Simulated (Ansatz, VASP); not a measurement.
## SrCl2: VASP beside Ansatz

```
Sr Cl
1.0
     0.00000    3.61432    3.38987
     3.61432    0.00000    3.38987
     3.61432    3.61432    0.00000
Sr Cl
1 2
Direct
  0.00000 0.00000 0.00000
  0.25000 0.25000 0.25000
  0.75000 0.75000 0.75000
```

Alike in both runs: task single point; functional PBE; k mesh 6 × 6 × 6; occupations gaussian, width 0.05 eV; no spin polarisation.

```csv
,VASP,Ansatz
version,VASP 6.6.1,Ansatz 0.2.0
potentials or method,"VASP PAW PBE potentials, release 64 (Sr_sv, Cl), cutoff 520 eV","scalar-relativistic, plane waves, PAW"
valence electrons in the cell,24,24
```

Ansatz gave:

| Item | Value |
| --- | --- |
| gap on the k mesh at the Fermi level (eV) | 4.82 |
| least direct gap on the mesh (eV) | 5.08 |
| pressure (GPa) | -0.4 |
| traceless stress, the component that is largest in VASP (GPa) | 2.14 |

**Question.** What did VASP give for the same quantities?

**Answer.** gap on the k mesh at the Fermi level (eV): 4.82; least direct gap on the mesh (eV): 5.08; pressure (GPa): -0.4; traceless stress, the component that is largest in VASP (GPa): 2.13.

With one functional, cell and mesh, what is left measures potentials, basis and numerics.
